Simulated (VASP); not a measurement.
# Si4HC4 in VASP: single point with PBEsol

Aim: the single point of Si4HC4 with PBEsol.

All numbers are computed with VASP 6.6.1; they aren't measurements. Logs are shortened: lines on timing, memory, paths and dates and some standing lists are left out, and cuts for length are marked.

**1. The cell of the first run**

The cell holds a slab with vacuum, 9 atoms: a = 3.081 Å, b = 3.081 Å, c = 26.624 Å, α = 90.00°, β = 90.00°, γ = 90.00°.

**2. Single point, PBEsol, collinear spin, ferromagnetic start**

INCAR reads:

```
  PREC = Accurate
  ENCUT = 520
  EDIFF = 1E-6
  ISMEAR = 0
  SIGMA = 0.05
  LREAL = False
  LASPH = True
  NELM = 200
  ALGO = Normal
  ISIF = 2
  LWAVE = False
  LCHARG = True
  ISPIN = 2
  MAGMOM = 0 0 0 0 0 0 0 0 1
  LORBIT = 11
  LDIPOL = True
  IDIPOL = 3
  DIPOL = 0.5 0.5 0.485
  GGA = PS
  LELF = True
  LVHAR = True
  LVACPOTAV = True
  NBANDS = 30
  GGA_COMPAT = False
  NELMDL = -8
```

KPOINTS reads:

```
regular mesh
0
Gamma
  9 9 1
```

POSCAR reads:

```
Si4HC4
1.0
    3.0806203182      0.0000000000      0.0000000000
    0.0000000000      3.0806203182      0.0000000000
    0.0000000000      0.0000000000     26.6241463104
C Si H
4 4 1
Direct
    0.0000000000      0.5000000000      0.3192590629
    0.5000000000      0.0000000000      0.4010768042
    0.0000000000      0.5000000000      0.4838856422
    0.5000000000      0.0000000000      0.5658213545
    0.5000000000      0.5000000000      0.3601679335
    0.0000000000      0.0000000000      0.4419856749
    0.5000000000      0.5000000000      0.5239497991
    0.0000000000      0.0000000000      0.6042149103
    0.0000000000      0.0000000000      0.6601916730
```

Potentials or basis: VASP PAW PBE potentials, release 64 (C, Si, H).

On the command line:

```console
$ cat potpaw_PBE.64/C/POTCAR potpaw_PBE.64/Si/POTCAR potpaw_PBE.64/H/POTCAR > POTCAR
$ mpirun -np 1 vasp_std > vasp.out
```

OUTCAR:

```text
PREC = Accurate
   ENCUT = 520
   EDIFF = 1E-6
   ISMEAR = 0
   LREAL = False
   LASPH = True
   NELM = 200
   ISIF = 2
   ISPIN = 2
   LORBIT = 11
   GGA = PS
   NELMDL = -8

 ion  position               nearest neighbor table
   1  0.000  0.500  0.319-   5 1.89   5 1.89
   2  0.500  0.000  0.401-   5 1.89   6 1.89   5 1.89   6 1.89
   3  0.000  0.500  0.484-   7 1.87   7 1.87   6 1.90   6 1.90
   4  0.500  0.000  0.566-   8 1.85   8 1.85   7 1.90   7 1.90
   5  0.500  0.500  0.360-   1 1.89   1 1.89   2 1.89   2 1.89   6 3.08   6 3.08   6 3.08   6 3.08

   6  0.000  0.000  0.442-   2 1.89   2 1.89   3 1.90   3 1.90   5 3.08   5 3.08   5 3.08   5 3.08
                             7 3.08   7 3.08   7 3.08   7 3.08
   7  0.500  0.500  0.524-   3 1.87   3 1.87   4 1.90   4 1.90   8 3.05   8 3.05   8 3.05   8 3.05
                             6 3.08   6 3.08   6 3.08   6 3.08
   8  0.000  0.000  0.604-   9 1.49   4 1.85   4 1.85   7 3.05   7 3.05   7 3.05   7 3.05
   9  0.000  0.000  0.660-   8 1.49

  LATTYP: Found a simple tetragonal cell.
 ALAT       =     3.0806203182
 C/A-ratio  =     8.6424627381

  Lattice vectors:

 A1 = (   3.0806203182,   0.0000000000,   0.0000000000)
 A2 = (   0.0000000000,   3.0806203182,   0.0000000000)
 A3 = (   0.0000000000,   0.0000000000,  26.6241463104)

Analysis of symmetry for initial positions (statically):
=====================================================================
 Subroutine PRICEL returns:
 Original cell was already a primitive cell.

 Routine SETGRP: Setting up the symmetry group for a
 simple tetragonal supercell.

 Subroutine GETGRP returns: Found  4 space group operations
 (whereof  4 operations were pure point group operations)
 out of a pool of 16 trial point group operations.

The static configuration has the point symmetry C_2v.

Analysis of symmetry for dynamics (positions and initial velocities):
=====================================================================
 Subroutine PRICEL returns:
 Original cell was already a primitive cell.

 Routine SETGRP: Setting up the symmetry group for a
 simple tetragonal supercell.

 Subroutine GETGRP returns: Found  4 space group operations
 (whereof  4 operations were pure point group operations)
 out of a pool of 16 trial point group operations.

The dynamic configuration has the point symmetry C_2v.

Analysis of structural, dynamic, and magnetic symmetry:
=====================================================================
 Subroutine PRICEL returns:
 Original cell was already a primitive cell.

 Routine SETGRP: Setting up the symmetry group for a
 simple tetragonal supercell.

 Subroutine GETGRP returns: Found  4 space group operations
 (whereof  4 operations were pure point group operations)
 out of a pool of 16 trial point group operations.

The overall configuration has the point symmetry C_2v.

 Subroutine INISYM returns: Found  4 space group operations
 (whereof  4 operations are pure point group operations),
 and found     1 'primitive' translations

----------------------------------------------------------------------------------------

                                     Primitive cell

  volume of cell :     252.6690

  direct lattice vectors                    reciprocal lattice vectors
     3.080620318  0.000000000  0.000000000     0.324609948  0.000000000  0.000000000
     0.000000000  3.080620318  0.000000000     0.000000000  0.324609948  0.000000000
     0.000000000  0.000000000 26.624146310     0.000000000  0.000000000  0.037559890

  length of vectors
     3.080620318  3.080620318 26.624146310     0.324609948  0.324609948  0.037559890

  position of ions in fractional coordinates (direct lattice)
     0.000000000  0.500000000  0.319259063
     0.500000000  0.000000000  0.401076804
     0.000000000  0.500000000  0.483885642
     0.500000000  0.000000000  0.565821355
     0.500000000  0.500000000  0.360167934
     0.000000000  0.000000000  0.441985675
     0.500000000  0.500000000  0.523949799
     0.000000000  0.000000000  0.604214910
     0.000000000  0.000000000  0.660191673

  ion indices of the primitive-cell ions
   primitive index   ion index
                 1           1
                 2           2
                 3           3
[... 72 lines left out ...]
   LNONCOLLINEAR =      F non collinear calculations
   LSORBIT =      F    spin-orbit coupling
   LASPH  =      T    aspherical Exc in radial PAW
   ENCUT  =  520.0 eV  38.22 Ry    6.18 a.u.   5.73  5.73 49.50*2*pi/ulx,y,z
   NELM   =    200;   NELMIN=  2; NELMDL= -8     # of ELM steps
   EDIFF  = 0.1E-05   stopping-criterion for ELM
   LREAL  =      F    real-space projection
   EDIFFG = 0.1E-04   stopping-criterion for IOM
   NSW    =      0    number of steps for IOM
   IBRION =     -1    ionic relax: 0-MD 1-quasi-New 2-CG
   NFREE  =      0    steps in history (QN), initial steepest desc. (CG)
   ISIF   =      2    stress and relaxation
   ISYM   =      2    0-nonsym 1-usesym 2-fastsym
   POTIM  = 0.5000    time-step for ionic-motion
   TEBEG  =    0.0;   TEEND  =   0.0 temperature during run
   PSTRESS=    0.0 pullay stress
   NELECT =      33.0000    total number of electrons
   NUPDOWN=      -1.0000    fix difference up-down
   EMIN   =  10.00;   EMAX   =-10.00  energy-range for DOS
   EFERMI =   0.00;   METHOD = LEGACY
   ISMEAR =     0;   SIGMA  =   0.05  broadening in eV -4-tet -1-fermi 0-gaus
   EFERMI_NEDOS =   21; number of points for ismear=-14 and -15
   IALGO  =     38    algorithm
   IMIX   =      4    mixing-type and parameters
     AMIX     =   0.40;   BMIX     =  1.00
     AMIX_MAG =   1.60;   BMIX_MAG =  1.00
  volume/ion in A,a.u.               =      28.07       189.45
  Fermi-wavevector in a.u.,A,eV,Ry     =   0.830607  1.569619  9.386763  0.689908
  Thomas-Fermi vector in A             =   1.943353
   LORBIT       =     11    0 simple, 1 ext, 2 COOP (PROOUT), +10 PAW based schemes
   GGA     = PS    functional components
   LHFCALC =     F    Hartree Fock is set to
   AEXX    =    0.0000 exact exchange contribution
   IVDW    =     0    specifies the selected vdW correction
   LEPSILON=     F    determine dielectric tensor
   LRPA    =     F    only Hartree local field effects (RPA)
 spin polarized calculation
 Gauss-broadening in eV      SIGMA  =   0.05
  energy-cutoff  :      520.00
  volume of cell :      252.67
 maximum number of plane-waves:      6838
   NGX = 11   NGY = 11   NGZ = 99

 dipolmoment           0.000000      0.000000      0.034113 electrons x Angstroem

 number of electron      32.9999998 magnetization       0.0195963

 number of electron      32.9999998 magnetization      -0.7926502

 dipolmoment           0.000000      0.000000     -0.164074 electrons x Angstroem

 Free energy of the ion-electron system (eV)
  ---------------------------------------------------
  ext. energy  EPLUGINS =         0.00000000
  ---------------------------------------------------
  free energy    TOTEN  =       -61.35255815 eV

  energy without entropy =      -61.35120082  energy(sigma->0) =      -61.35187949

 E-fermi :  -0.3275     XC(G=0):  -4.6573

 val. band max:       -0.3669214563   @ k =   0.0000   0.1111   0.0000
 cond. band min:      -0.2909948511   @ k =   0.4444   0.2222   0.0000
 fundamental gap:      0.0759266051
 Fermi energy:        -0.3275277733

 spin component 1

 k-point     1 :       0.0000    0.0000    0.0000
  band No.  band energies     occupation
      1     -16.7456      1.00000
      2     -15.5214      1.00000
      3     -13.8589      1.00000
      4     -11.2329      1.00000
      5      -9.4418      1.00000
      6      -6.9508      1.00000
[... 733 lines left out ...]
     27       6.8514      0.00000
     28       7.5517      0.00000

 [... further k-points ...]

 spin component 2

 k-point     1 :       0.0000    0.0000    0.0000
  band No.  band energies     occupation
      1     -16.7581      1.00000
      2     -15.5813      1.00000
      3     -13.9519      1.00000
      4     -11.5481      1.00000
      5      -9.4996      1.00000
      6      -7.0627      1.00000
[... 733 lines left out ...]
     27       6.7734      0.00000
     28       7.5148      0.00000

 [... further k-points ...]

 [bands above 28 left out]

------------------------ aborting loop because EDIFF is reached ----------------------------------------

  FORCE on cell =-STRESS in cart. coord.  units (eV):
  Direction    XX          YY          ZZ          XY          YZ          ZX
  --------------------------------------------------------------------------------------
  -------------------------------------------------------------------------------------
  Total        1.9971768     -4.0053508     -2.2602370      0.0000000      0.0000000      0.0000000
  in kB       12.6641209    -25.3979756    -14.3321888      0.0000000      0.0000000      0.0000000
  external PRESSURE =      -9.0220145 kB  Pullay stress =       0.0000000 kB

 VOLUME and BASIS-vectors are now :
 -----------------------------------------------------------------------------
  energy-cutoff  :      520.00
  volume of cell :      252.67
      direct lattice vectors                 reciprocal lattice vectors
     3.080620318  0.000000000  0.000000000     0.324609948  0.000000000  0.000000000
     0.000000000  3.080620318  0.000000000     0.000000000  0.324609948  0.000000000
     0.000000000  0.000000000 26.624146310     0.000000000  0.000000000  0.037559890

 POSITION                                       TOTAL-FORCE (eV/Angst)
 -----------------------------------------------------------------------------------
      0.00000      1.54031      8.50000         0.000000      0.000000      2.087915
      1.54031      0.00000     10.67833         0.000000      0.000000      0.755460
      0.00000      1.54031     12.88304         0.000000      0.000000     -0.017442
      1.54031      0.00000     15.06451         0.000000      0.000000     -0.003072
      1.54031      1.54031      9.58916         0.000000      0.000000     -2.446960
      0.00000      0.00000     11.76749         0.000000      0.000000     -0.406949
      1.54031      1.54031     13.94972         0.000000      0.000000      0.011934
      0.00000      0.00000     16.08671         0.000000      0.000000      0.018037
      0.00000      0.00000     17.57704         0.000000      0.000000      0.001076
 -----------------------------------------------------------------------------------
    total drift:                                0.000000     -0.000000      0.000002

  FREE ENERGIE OF THE ION-ELECTRON SYSTEM (eV)
  ---------------------------------------------------
  free  energy   TOTEN  =       -61.3525581515 eV

  energy  without entropy=      -61.3512008185  energy(sigma->0) =      -61.35187949

 vacuum level on the upper side and lower side of the slab         3.276         6.403

 total charge

# of ion       s       p       d       tot
------------------------------------------
    1        0.907   1.322   0.000   2.229
    2        0.842   1.677   0.000   2.519
    3        0.835   1.695   0.000   2.529
    4        0.838   1.684   0.000   2.521
    5        0.710   0.968   0.000   1.678
    6        0.710   0.960   0.000   1.670
    7        0.718   0.959   0.000   1.677
    8        0.723   0.969   0.000   1.692
    9        0.543   0.015   0.000   0.558
--------------------------------------------------
tot          6.824  10.248   0.000  17.073

 magnetization (x)

# of ion       s       p       d       tot
------------------------------------------
    1       -0.056  -0.292   0.000  -0.349
    2       -0.005  -0.036   0.000  -0.041
    3       -0.000  -0.004   0.000  -0.004
    4       -0.000  -0.001   0.000  -0.001
    5       -0.004  -0.015   0.000  -0.019
    6       -0.003  -0.008   0.000  -0.010
    7       -0.000  -0.000   0.000  -0.001
    8       -0.000   0.000   0.000   0.000
    9        0.000  -0.000   0.000   0.000
--------------------------------------------------
tot         -0.068  -0.356   0.000  -0.424
```

Run time: 14 min. Hardware: 1 thread of Intel Xeon Platinum 8259CL at 2.50GHz (Skylake/Cascade Lake), shared host; peak memory 0.6 GiB.

Results:

| Item | Value |
| --- | --- |
| Free energy | -61.3526 eV |
| Largest force | 2.447 eV/Å |
| Net moment | -0.79 μB per cell |
| Site moments | C -0.35, -0.04, -0.00; Si -0.02, -0.01, -0.00, +0.00; H +0.00 μB |
| Valence electrons inside the program's atomic spheres | C 2.23, 2.52, 2.53; Si 1.68, 1.67, 1.69; H 0.56 |

Forces in eV/Å, atoms in the order of the input:
```
C    0.000  0.000  2.088
C    0.000  0.000  0.755
C    0.000  0.000 -0.017
C    0.000  0.000 -0.003
Si   0.000  0.000 -2.447
Si   0.000  0.000 -0.407
Si   0.000  0.000  0.012
Si   0.000  0.000  0.018
H    0.000  0.000  0.001
```

Caveat: the PAW data sets were made with another functional, which shifts forces and pressure a little.
